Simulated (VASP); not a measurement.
TiN:

```
Ti N
1.0
     0.00000    2.18286    2.18286
     2.18286    0.00000    2.18286
     2.18286    2.18286    0.00000
Ti N
1 1
Direct
  0.00000 0.00000 0.00000
  0.50000 0.50000 0.50000
```

Program: VASP 6.6.1. Alike in all runs: task single point; level PBEsol; potentials or basis VASP PAW PBE potentials, release 64 (Ti_sv, N); spin collinear; cell as given; k mesh 20 × 20 × 20; cutoff (eV) 520; smearing gaussian 0.15 eV.

Q: Order these runs on this cell by their pressure, lowest first.
A. fixed moment (μB) 0.625
B. fixed moment (μB) 0.875
C. fixed moment (μB) 0.125

A: C (-26.2 GPa), A (-23.6 GPa), B (-21.0 GPa).

Caveats: the cell stands under tension; the PAW data sets were made with another functional, which shifts forces and pressure a little; the total moment is fixed, so each spin has its own Fermi level and the state may be an excited one.
